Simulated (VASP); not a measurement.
Here is a VASP 6.6.1 calculation.

Contents of INCAR:

```
SYSTEM = MoS2
PREC = Accurate ; ENCUT = 520
EDIFF = 1E-6 ; ISMEAR = -1
SIGMA = 0.05 ; LREAL = .False.
LASPH = .True. ; NELM = 60
ALGO = Normal ; ISIF = 2
LWAVE = .False. ; LCHARG = .False.
GGA = PE ; NBANDS = 20
```

Contents of KPOINTS:

```
Automatic mesh
0
Gamma
  3 3 2
  0 0 0
```

Contents of POSCAR:

```
MoS2
1.0
    3.2274645616      0.0000000000      0.0000000000
   -1.6137322808      2.7950663001      0.0000000000
    0.0000000000      0.0000000000      6.3124734200
Mo S
1 2
Direct
    0.0000000000      0.0000000000      0.5000000000
    0.6666666667      0.3333333333      0.7446806800
    0.3333333333      0.6666666667      0.2553193200
```

Potentials or basis: VASP PAW PBE potentials, release 64 (Mo_sv, S).

Launch:

```console
$ cat potpaw_PBE.64/Mo_sv/POTCAR potpaw_PBE.64/S/POTCAR > POTCAR
$ mpirun -np 1 vasp_std > vasp.out
```

What does it give for the pressure?

1.3 GPa.

Estimate the largest force.

0.192 eV/Å.

Forces in eV/Å, atoms in the order of the input:
```
Mo   0.000  0.000  0.000
S    0.000  0.000 -0.192
S    0.000  0.000  0.192
```

Caveat: the k points lie up to 0.75 Å⁻¹ apart, too coarse for converged energies and pressures of a metal; this functional lacks dispersion, which binds the layers, so the pressure and a relaxed spacing across them are unreliable.
